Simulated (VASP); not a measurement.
## BN: electric field gradients with PBE

Crystal: BN.

```xyz
2
Lattice="0.0000 1.8430 1.8430 1.8430 0.0000 1.8430 1.8430 1.8430 0.0000" Properties=species:S:1:pos:R:3 pbc="T T T"
B     0.0000    0.0000    0.0000
N     2.7644    2.7644    2.7644
```

This cell differs from its parent crystal: volume scaled by 1.06.

```
Program                : VASP 6.6.1
Task                   : electric field gradients
Functional             : PBE
Potentials or basis    : VASP PAW PBE potentials, release 64 (B, N)
Cutoff                 : 520 eV
k mesh                 : 13 × 13 × 13
Occupations            : fermi-dirac, width 0.03 eV
Spin                   : no spin polarisation
Dipole correction      : no
Further INCAR settings : ALGO = Normal; EDIFF = 1e-08; NBANDS = 11
```

```yaml
Pressure: -16.9 GPa
Band_gap_on_the_k_mesh: 4.46 eV, indirect (least direct gap 8.54 eV)
```

Levels at points of the mesh, in eV from the valence-band top:
| k point | band 1 | band 2 | band 3 | band 4 | band 5 | band 6 | band 7 | band 8 | band 9 |
| --- | --- | --- | --- | --- | --- | --- | --- | --- | --- |
| (0.00, 0.00, 0.00) | -19.58 | 0.00 | 0.00 | 0.00 | 8.54 | 8.54 | 8.54 | 9.42 | 23.68 |

It took 8 s on 1 thread of Intel(R) Xeon(R) Platinum 8488C (Sapphire Rapids) (shared host), peak memory 0.12 GiB.

Caveat: without QUAD_EFG the Cq values of the log hold for a quadrupole moment of 1 mb, not for the nuclei. A k mesh can miss the band edges.
